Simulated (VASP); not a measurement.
Here is a VASP 6.6.1 calculation.

File INCAR:

```
SYSTEM = Al
PREC = Accurate ; ENCUT = 520
EDIFF = 1E-6 ; ISMEAR = 0
SIGMA = 0.1 ; LREAL = .FALSE.
LASPH = .TRUE. ; NELM = 60
ALGO = Normal ; ISIF = 2
LWAVE = .FALSE. ; LCHARG = .FALSE.
GGA = PE ; NBANDS = 22
```

Contents of KPOINTS:

```
regular mesh
0
G
  8 8 8
  0 0 0
```

Contents of POSCAR:

```
Al
1.0
   -3.2341004139      3.2341004139      3.2341004139
    3.2341004139     -3.2341004139      3.2341004139
    3.2341004139      3.2341004139     -3.2341004139
Al
8
Direct
    0.0000000000      0.0000000000      0.0000000000
    0.5000000000      0.5000000000      0.0000000000
    0.5000000000      0.0000000000      0.5000000000
    0.0000000000      0.5000000000      0.5000000000
    0.5000000000      0.5000000000      0.5000000000
    0.0000000000      0.0000000000      0.5000000000
    0.0000000000      0.5000000000      0.0000000000
    0.5000000000      0.0000000000      0.0000000000
```

Potentials or basis: VASP PAW PBE potentials, release 64 (Al).

Launch:

```sh
$ cat potpaw_PBE.64/Al/POTCAR > POTCAR
$ mpirun -np 1 vasp_std > vasp.out
```

Q: What does it give for the band gap on the k mesh?

A: Zero (band 12 reaches 9.22 eV, above the bottom of band 13 at 3.91 eV).

Q: Predict the pressure.

A: 0.1 GPa.
